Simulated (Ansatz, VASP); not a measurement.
**One calculation of Ni, two programs**

```
CELL_PARAMETERS angstrom
4.24231 0.00000 0.00000
1.41410 3.16203 0.00000
0.00000 0.00000 9.00000
ATOMIC_POSITIONS crystal
Ni 0.00000 0.00000 0.50000
```

Alike in both runs: task single point; functional PBEsol; k mesh 10 × 10 × 1; occupations fermi-dirac, width 0.08 eV; collinear spin.

|  | VASP | Ansatz |
| --- | --- | --- |
| version | VASP 6.6.1 | Ansatz 0.2.0 |
| potentials or method | VASP PAW PBE potentials, release 64 (Ni), cutoff 520 eV | all-electron LAPW, scalar-relativistic |

```csv
,VASP,Ansatz,Ansatz less VASP
net moment per atom (μB),1.12,1.21,+0.092
size of the moment on the site where the two differ most (μB),1.08,1.20,+0.116
```

VASP's potentials were made for PBE, not for PBEsol. Site moments also hang on the region over which each program counts them. Ansatz ran all-electron here, and VASP with PAW potentials. Ansatz's warnings: vacuum density over bound.
